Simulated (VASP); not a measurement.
# Bi (Fm-3m) in VASP: density of states with PBE

Aim: the density of states of Bi with PBE.

Program: VASP 6.6.1. These are calculated values, not measurements. Logs are shortened: lines on timing, memory, paths and dates and some standing lists are left out, and cuts for length are marked.

## (1) The cell of the first run

It takes space group Fm-3m (No. 225, cubic). The conventional cell has a = 5.080 Å, b = 5.080 Å, c = 5.080 Å, α = 90.00°, β = 90.00°, γ = 90.00°. Within 4.7 Å of Bi (site symmetry m-3m) lie 12 Bi at 3.59 Å.

## (2) Density of states, PBE, non-collinear spin, zero start, spin-orbit coupling

POSCAR reads:

```
Bi
1.0
    0.0000000000      2.5399795752      2.5399795752
    2.5399795752      0.0000000000      2.5399795752
    2.5399795752      2.5399795752      0.0000000000
Bi
1
Direct
    0.0000000000      0.0000000000      0.0000000000
```

INCAR.step1 reads:

```
PREC = Accurate ; ENCUT = 520
EDIFF = 1E-6 ; ISMEAR = 0
SIGMA = 0.05 ; LREAL = False
LASPH = True ; NELM = 150
ALGO = Normal ; ISIF = 2
LWAVE = False ; LCHARG = True
MAGMOM = 0 0 0 ; LSORBIT = True
GGA_COMPAT = False ; LORBMOM = True
GGA = PE ; NBANDS = 26
```

KPOINTS.step1 reads:

```
Automatic mesh
0
Gamma
  14 14 14
```

INCAR.step2 reads:

```
PREC = Accurate ; ENCUT = 520
EDIFF = 1E-6 ; ISMEAR = -5
SIGMA = 0.05 ; LREAL = False
LASPH = True ; NELM = 150
ALGO = Normal ; ISIF = 2
LWAVE = False ; LCHARG = False
MAGMOM = 0 0 0 ; LORBIT = 11
LSORBIT = True ; GGA_COMPAT = False
LORBMOM = True ; GGA = PE
NBANDS = 26 ; NEDOS = 1001
ICHARG = 11
```

KPOINTS.step2 reads:

```
Automatic mesh
0
Gamma
  21 21 21
```

Potentials or basis: VASP PAW PBE potentials, release 64 (Bi_d).

Launch:

```console
cat potpaw_PBE.64/Bi_d/POTCAR > POTCAR
cp INCAR.step1 INCAR
cp KPOINTS.step1 KPOINTS
mpirun -np 1 vasp_ncl > vasp.out
cp INCAR.step2 INCAR
cp KPOINTS.step2 KPOINTS
mpirun -np 1 vasp_ncl > vasp.out
```

OUTCAR:

```text
PREC = Accurate
   ENCUT = 520
   EDIFF = 1E-6
   ISMEAR = -5
   LREAL = False
   LASPH = True
   NELM = 150
   ISIF = 2
   LORBIT = 11
   LSORBIT = True
   GGA = PE
   ICHARG = 11

 ion  position               nearest neighbor table
   1  0.000  0.000  0.000-

  LATTYP: Found a face centered cubic cell.
 ALAT       =     5.0799591504

  Lattice vectors:

 A1 = (   0.0000000000,   2.5399795752,   2.5399795752)
 A2 = (   2.5399795752,   0.0000000000,   2.5399795752)
 A3 = (   2.5399795752,   2.5399795752,   0.0000000000)

Analysis of symmetry for initial positions (statically):
=====================================================================
 Subroutine PRICEL returns:
 Original cell was already a primitive cell.

 Routine SETGRP: Setting up the symmetry group for a
 face centered cubic supercell.

 Subroutine GETGRP returns: Found 48 space group operations
 (whereof 48 operations were pure point group operations)
 out of a pool of 48 trial point group operations.

The static configuration has the point symmetry O_h .

Analysis of symmetry for dynamics (positions and initial velocities):
=====================================================================
 Subroutine PRICEL returns:
 Original cell was already a primitive cell.

 Routine SETGRP: Setting up the symmetry group for a
 face centered cubic supercell.

 Subroutine GETGRP returns: Found 48 space group operations
 (whereof 48 operations were pure point group operations)
 out of a pool of 48 trial point group operations.

The dynamic configuration has the point symmetry O_h .

Analysis of structural, dynamic, and magnetic symmetry:
=====================================================================
 Subroutine PRICEL returns:
 Original cell was already a primitive cell.

 Routine SETGRP: Setting up the symmetry group for a
 face centered cubic supercell.

 Subroutine GETGRP returns: Found 48 space group operations
 (whereof 48 operations were pure point group operations)
 out of a pool of 48 trial point group operations.

The overall configuration has the point symmetry O_h .

 Subroutine INISYM returns: Found 48 space group operations
 (whereof 48 operations are pure point group operations),
 and found     1 'primitive' translations

----------------------------------------------------------------------------------------

                                     Primitive cell

  volume of cell :      32.7733

  direct lattice vectors                    reciprocal lattice vectors
     0.000000000  2.539979575  2.539979575    -0.196851977  0.196851977  0.196851977
     2.539979575  0.000000000  2.539979575     0.196851977 -0.196851977  0.196851977
     2.539979575  2.539979575  0.000000000     0.196851977  0.196851977 -0.196851977

  length of vectors
     3.592073563  3.592073563  3.592073563     0.340957625  0.340957625  0.340957625

  position of ions in fractional coordinates (direct lattice)
     0.000000000  0.000000000  0.000000000

  ion indices of the primitive-cell ions
   primitive index   ion index
                 1           1

----------------------------------------------------------------------------------------

 KPOINTS: Automatic mesh

Automatic generation of k-mesh.
 Grid dimensions read from file:
 generate k-points for:   21   21   21

 Generating k-lattice:

  Cartesian coordinates                     Fractional coordinates (reciprocal lattice)
    -0.009373904  0.009373904  0.009373904     0.047619048  0.000000000  0.000000000
     0.009373904 -0.009373904  0.009373904     0.000000000  0.047619048  0.000000000
     0.009373904  0.009373904 -0.009373904     0.000000000  0.000000000  0.047619048

  Length of vectors
     0.016236077  0.016236077  0.016236077

  Shift w.r.t. Gamma in fractional coordinates (k-lattice)
     0.000000000  0.000000000  0.000000000

 TETIRR: Found   1276 inequivalent tetrahedra from    55566

 Subroutine IBZKPT returns following result:
 ===========================================

 Found    286 irreducible k-points:
[... 42 lines left out ...]
   LSORBIT =      T    spin-orbit coupling
   LASPH  =      T    aspherical Exc in radial PAW
   ENCUT  =  520.0 eV  38.22 Ry    6.18 a.u.   6.68  6.68  6.68*2*pi/ulx,y,z
   NELM   =    150;   NELMIN=  2; NELMDL=  0     # of ELM steps
   EDIFF  = 0.1E-05   stopping-criterion for ELM
   LREAL  =      F    real-space projection
   EDIFFG = 0.1E-04   stopping-criterion for IOM
   NSW    =      0    number of steps for IOM
   IBRION =     -1    ionic relax: 0-MD 1-quasi-New 2-CG
   NFREE  =      0    steps in history (QN), initial steepest desc. (CG)
   ISIF   =      2    stress and relaxation
   ISYM   =      2    0-nonsym 1-usesym 2-fastsym
   POTIM  = 0.5000    time-step for ionic-motion
   TEBEG  =    0.0;   TEEND  =   0.0 temperature during run
   PSTRESS=    0.0 pullay stress
   NELECT =      15.0000    total number of electrons
   NUPDOWN=      -1.0000    fix difference up-down
   EMIN   =  10.00;   EMAX   =-10.00  energy-range for DOS
   EFERMI =   0.00;   METHOD = LEGACY
   ISMEAR =    -5;   SIGMA  =   0.05  broadening in eV -4-tet -1-fermi 0-gaus
   EFERMI_NEDOS =   21; number of points for ismear=-14 and -15
   IALGO  =     38    algorithm
   IMIX   =      4    mixing-type and parameters
     AMIX     =   0.40;   BMIX     =  1.00
     AMIX_MAG =   1.60;   BMIX_MAG =  1.00
  volume/ion in A,a.u.               =      32.77       221.17
  Fermi-wavevector in a.u.,A,eV,Ry     =   1.261629  2.384133 21.656502  1.591708
  Thomas-Fermi vector in A             =   2.395078
   LORBIT       =     11    0 simple, 1 ext, 2 COOP (PROOUT), +10 PAW based schemes
   GGA     = PE    functional components
   LHFCALC =     F    Hartree Fock is set to
   AEXX    =    0.0000 exact exchange contribution
   IVDW    =     0    specifies the selected vdW correction
   LEPSILON=     F    determine dielectric tensor
   LRPA    =     F    only Hartree local field effects (RPA)
 Fermi weights with tetrahedron method with Bloechl corrections
  energy-cutoff  :      520.00
  volume of cell :       32.77
 maximum number of plane-waves:      1810

 number of electron      14.9999994 magnetization       0.0000000      0.0000000     -0.0000000

 Free energy of the ion-electron system (eV)
  ---------------------------------------------------
  ext. energy  EPLUGINS =         0.00000000
  ---------------------------------------------------
  free energy    TOTEN  =        -4.55616948 eV

  energy without entropy =       -4.55616948  energy(sigma->0) =       -4.55616948

 E-fermi :   7.2954     XC(G=0): -10.0123

 val. band max:        7.2907861526   @ k =   0.4286   0.3810   0.0000
 cond. band min:       7.2734388049   @ k =  -0.1905   0.2381   0.0476
 fundamental gap:     -0.0173473477
 Fermi energy:         7.2953581701

 k-point     1 :       0.0000    0.0000    0.0000
  band No.  band energies     occupation
      1     -17.2423      1.00000
      2     -17.2423      1.00000
      3     -17.2423      1.00000
      4     -17.2423      1.00000
      5     -14.3088      1.00000
      6     -14.3088      1.00000
[... 685 lines left out ...]
     25      17.9534      0.00000
     26      17.9534      0.00000

 [... further k-points ...]

------------------------ aborting loop because EDIFF is reached ----------------------------------------

  FORCE on cell =-STRESS in cart. coord.  units (eV):
  Direction    XX          YY          ZZ          XY          YZ          ZX
  --------------------------------------------------------------------------------------
  -------------------------------------------------------------------------------------
  Total        0.1162222      0.1162222      0.1162222      0.0000000     -0.0000000     -0.0000000
  in kB        5.6817092      5.6817092      5.6817092      0.0000000     -0.0000000     -0.0000000
  external PRESSURE =       5.6817092 kB  Pullay stress =       0.0000000 kB

 VOLUME and BASIS-vectors are now :
 -----------------------------------------------------------------------------
  energy-cutoff  :      520.00
  volume of cell :       32.77
      direct lattice vectors                 reciprocal lattice vectors
     0.000000000  2.539979575  2.539979575    -0.196851977  0.196851977  0.196851977
     2.539979575  0.000000000  2.539979575     0.196851977 -0.196851977  0.196851977
     2.539979575  2.539979575  0.000000000     0.196851977  0.196851977 -0.196851977

 POSITION                                       TOTAL-FORCE (eV/Angst)
 -----------------------------------------------------------------------------------
      0.00000      0.00000      0.00000         0.000000      0.000000      0.000000
 -----------------------------------------------------------------------------------
    total drift:                               -0.000000     -0.000000      0.000000

  FREE ENERGIE OF THE ION-ELECTRON SYSTEM (eV)
  ---------------------------------------------------
  free  energy   TOTEN  =        -4.5561694767 eV

  energy  without entropy=       -4.5561694767  energy(sigma->0) =       -4.55616948

 orbital moment (x)

 # of ion     p       d       tot
 ----------------------------------------
  1         0.000  -0.000  -0.000
 ----------------------------------------
            0.000  -0.000  -0.000

 orbital moment (y)

 # of ion     p       d       tot
 ----------------------------------------
  1         0.000   0.000   0.000
 ----------------------------------------
            0.000   0.000   0.000

 orbital moment (z)

 # of ion     p       d       tot
 ----------------------------------------
  1         0.000   0.000   0.000
 ----------------------------------------
            0.000   0.000   0.000

 Spin-Orbit-Coupling matrix elements

 Ion:    1  E_soc:     -1.8021912
 l=   1
     0.0000000    -0.2342853    -0.2342853
    -0.2342853     0.0000000    -0.2342853
    -0.2342853    -0.2342853     0.0000000
 l=   2
     0.0000000    -0.0133496     0.0000000    -0.0133496    -0.0527303
    -0.0133496     0.0000000    -0.0395477    -0.0133496    -0.0131826
     0.0000000    -0.0395477     0.0000000    -0.0395477     0.0000000
    -0.0133496    -0.0133496    -0.0395477     0.0000000    -0.0131826
    -0.0527303    -0.0131826     0.0000000    -0.0131826     0.0000000
 l=   3
     0.0000000     0.0000000     0.0000000     0.0000000     0.0000000     0.0000000     0.0000000
     0.0000000     0.0000000     0.0000000     0.0000000     0.0000000     0.0000000     0.0000000
     0.0000000     0.0000000     0.0000000     0.0000000     0.0000000     0.0000000     0.0000000
     0.0000000     0.0000000     0.0000000     0.0000000     0.0000000     0.0000000     0.0000000
     0.0000000     0.0000000     0.0000000     0.0000000     0.0000000     0.0000000     0.0000000
     0.0000000     0.0000000     0.0000000     0.0000000     0.0000000     0.0000000     0.0000000
     0.0000000     0.0000000     0.0000000     0.0000000     0.0000000     0.0000000     0.0000000

 total charge

# of ion       s       p       d       tot
------------------------------------------
    1        1.553   1.249   9.916  12.718

 magnetization (x)

# of ion       s       p       d       tot
------------------------------------------
    1       -0.000   0.000   0.000  -0.000

 magnetization (y)

# of ion       s       p       d       tot
------------------------------------------
    1        0.000   0.000   0.000   0.000

 magnetization (z)

# of ion       s       p       d       tot
------------------------------------------
    1        0.000   0.000   0.000   0.000
```

Run time: 4.4 min. Hardware: 1 thread of AMD EPYC 9R45 (Zen 5), shared host; peak memory 0.44 GiB.

Results:

```
Net moment                                            : 0.00 μB per cell
Valence electrons inside the program's atomic spheres : Bi 12.72
```

Moments on the atoms (μB; x, y, z):
```
Bi  0.00 0.00 0.00
```
